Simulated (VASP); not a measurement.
Here is a VASP 6.6.1 calculation.

The input INCAR:

```
SYSTEM = Ge
PREC = Accurate
ENCUT = 520
EDIFF = 1E-8
ISMEAR = -1
SIGMA = 0.15
LREAL = .FALSE.
LASPH = .TRUE.
NELM = 100
ALGO = Normal
ISIF = 2
LWAVE = .FALSE.
LCHARG = .FALSE.
GGA = PE
NBANDS = 21
IBRION = 8
NSW = 1
```

KPOINTS

```
regular mesh
0
G
  14 14 14
  0 0 0
```

The input POSCAR:

```
Ge
1.0
    0.0000000000      2.8624862557      2.8624862557
    2.8624862557      0.0000000000      2.8624862557
    2.8624862557      2.8624862557      0.0000000000
Ge
2
Direct
    0.5000000000      0.5000000000      0.5000000000
    0.7500000000      0.7500000000      0.7500000000
```

Potentials or basis: VASP PAW PBE potentials, release 64 (Ge_d).

Command:

```sh
$ cat potpaw_PBE.64/Ge_d/POTCAR > POTCAR
$ mpirun -np 1 vasp_std > vasp.out
```

(1) What does it give for the highest phonon frequency at Γ?

Results:

(1) 278 cm⁻¹.

Caveat: the cell stands under pressure or tension, which shifts response properties.
